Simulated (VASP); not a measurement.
Here is a VASP 6.6.1 calculation.

File INCAR:

```
SYSTEM = PtSe2
  ALGO = Normal
  EDIFF = 1E-7
  ENCUT = 520
  GGA = PE
  ISIF = 2
  ISMEAR = -1
  LASPH = .TRUE.
  LCHARG = .FALSE.
  LREAL = .FALSE.
  LWAVE = .FALSE.
  NBANDS = 18
  NELM = 60
  PREC = Accurate
  SIGMA = 0.05
```

Contents of KPOINTS:

```
k-points
0
G
  10 10 7
  0 0 0
```

Contents of POSCAR:

```
PtSe2
1.0
    3.7240000000      0.0000000000      0.0000000000
   -1.8620000000      3.2250786037      0.0000000000
    0.0000000000      0.0000000000      5.0620000000
Pt Se
1 2
Direct
    0.0000000000      0.0000000000      0.0000000000
    0.3333333333      0.6666666667      0.2592029187
    0.6666666667      0.3333333333      0.7407970813
```

Potentials or basis: VASP PAW PBE potentials, release 64 (Pt, Se).

Command:

```bash
$ cat potpaw_PBE.64/Pt/POTCAR potpaw_PBE.64/Se/POTCAR > POTCAR
$ mpirun -np 1 vasp_std > vasp.out
```

Q: Estimate the pressure.

A: 4.4 GPa.

Q: What does it give for the band gap on the k mesh?

A: Zero (bands 11 and 12 overlap by 0.70 eV).

Q: What does it give for the largest force?

A: 0.008 eV/Å.

Forces on the atoms (eV/Å):
```
Pt   0.000  0.000  0.000
Se   0.000  0.000  0.008
Se   0.000  0.000 -0.008
```

Caveat: the cell stands under pressure; spin-orbit coupling is left out, which moves the levels of the heavy elements.
